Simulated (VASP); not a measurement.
## Cu: single point with PBEsol

The system is Cu, a slab with vacuum.

```
Cu
1.0
     2.49470    0.00000    0.00000
    -1.24735    2.16047    0.00000
     0.00000    0.00000   24.56934
Cu
6
Direct
  0.00000 0.00000 0.37383
  0.66667 0.33333 0.29000
  0.33333 0.66667 0.45793
  0.00000 0.00000 0.62617
  0.66667 0.33333 0.54207
  0.33333 0.66667 0.71000
```

* Program: VASP 6.6.1
* Task: single point
* Functional: PBEsol
* Potentials or basis: VASP PAW PBE potentials, release 64 (Cu)
* Cutoff: 520 eV
* k mesh: 18 × 18 × 2
* Occupations: gaussian, width 0.1 eV
* Spin: no spin polarisation
* Dipole correction: no
* Further INCAR settings: ALGO = Fast; EDIFF = 1e-06; NBANDS = 42

```yaml
Largest_force: 0.025 eV/Å
Band_gap_on_the_k_mesh: zero (bands 33 and 34 overlap by 5.27 eV)
```

Forces in eV/Å, atoms in the order of the input:
```
Cu   0.000  0.000 -0.002
Cu   0.000  0.000 -0.025
Cu   0.000  0.000 -0.001
Cu   0.000  0.000  0.002
Cu   0.000  0.000  0.001
Cu   0.000  0.000  0.025
```

Levels at points of the mesh, in eV from the Fermi level:
| k point | band 32 | band 33 | band 34 | band 35 | band 36 | band 37 |
| --- | --- | --- | --- | --- | --- | --- |
| (0.00, 0.00, 0.00) | -1.68 | -1.68 | -1.62 | -1.62 | -0.97 | -0.53 |
| (0.50, 0.00, 0.00) | 0.28 | 0.92 | 1.29 | 1.53 | 1.56 | 4.40 |
| (0.00, 0.00, 0.50) | -1.68 | -1.68 | -1.62 | -1.62 | -0.97 | -0.53 |
| (0.50, 0.00, 0.50) | 0.28 | 0.92 | 1.29 | 1.53 | 1.56 | 4.40 |

It took 5.2 min on 1 thread of Intel(R) Xeon(R) 6975P-C (Granite Rapids), on a shared host, peak memory 0.44 GiB.

Caveat: the PAW data sets were made with another functional, which shifts forces and pressure a little.
